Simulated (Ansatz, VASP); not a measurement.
GaN: VASP beside Ansatz

File POSCAR:

```
GaN
1.0
    0.0000000000      2.0241746275      2.2029881915
    2.0241746275      0.0000000000      2.2029881915
    2.0241746275      2.0241746275      0.0000000000
Ga N
1 1
Direct
    0.0000000000      0.0000000000      0.0000000000
    0.5000000000      0.5000000000      0.5000000000
```

Contents of INCAR.step1:

```
ALGO = Normal
EDIFF = 1E-5
ENCUT = 910
GGA = PE
GGA_COMPAT = F
ISMEAR = 0
LASPH = T
LCHARG = F
LREAL = F
LWAVE = T
NBANDS = 16
NELM = 120
PREC = Accurate
SIGMA = 0.01
```

File INCAR.step2:

```
ALGO = Normal
EDIFF = 1E-6
ENCUT = 910
GGA_COMPAT = F
ISIF = 2
ISMEAR = 0
ISTART = 1
LASPH = T
LCHARG = F
LMIXTAU = T
LREAL = F
LWAVE = F
METAGGA = R2SCAN
NBANDS = 16
NELM = 120
PREC = Accurate
SIGMA = 0.01
```

The input KPOINTS:

```
k-points
0
Gamma
  10 10 10
```

Input for Ansatz:

```yaml
crystal:
  lattice:
    - [0.0, 2.0241746275, 2.2029881915]
    - [2.0241746275, 0.0, 2.2029881915]
    - [2.0241746275, 2.0241746275, 0.0]
  atoms:
    - { symbol: Ga, position: [0.0, 0.0, 0.0] }
    - { symbol: "N", position: [0.5, 0.5, 0.5] }
kpoints:
  mp_grid: { grid: [10, 10, 10] }
  band_path:
    path:
      - [0.0, 0.0, 0.0]
      - [0.5, 0.0, 0.5]
      - [0.625, 0.25, 0.625]
      - [0.375, 0.375, 0.75]
      - [0.5, 0.5, 0.5]
      - [0.5, 0.25, 0.75]
      - [0.200521, 0.200521, 0.401042]
      - [0.0, 0.5, 0.5]
    npoints: 1
hamiltonian:
  xc: r2scan
scf:
  occupations: { method: fixed }
  n_extra_bands: 4
output:
  forces: true
  stress: true
  eigenvalues: true
  write_density: true
  write_potential: true
  elf: true
  volumetric_format: npy
```

Change from the starting cell: epitaxial_xy strain -4.0%.

Alike in both runs: task single point; functional r2SCAN; k mesh 10 × 10 × 10; no spin polarisation.

|  | VASP | Ansatz |
| --- | --- | --- |
| version | VASP 6.6.1 | Ansatz 0.2.0 |
| potentials or method | VASP PAW PBE potentials, release 64 (Ga_d, N_h) | plane waves, PAW |
| plane-wave cutoff (eV) | 910 | 500 |
| occupations | gaussian, width 0.01 eV | fixed |
| valence electrons in the cell | 18 | 18 |

Ansatz gave:

```
gap on the k mesh at the Fermi level (eV) : 1.06
```

**Question.** What did VASP give for the same quantities?

**Answer.** gap on the k mesh at the Fermi level (eV): 1.03.

VASP's potentials were made for PBE, not for r2SCAN.

Noted on VASP's run: the cutoff is short for stress, so the pressure is rough.
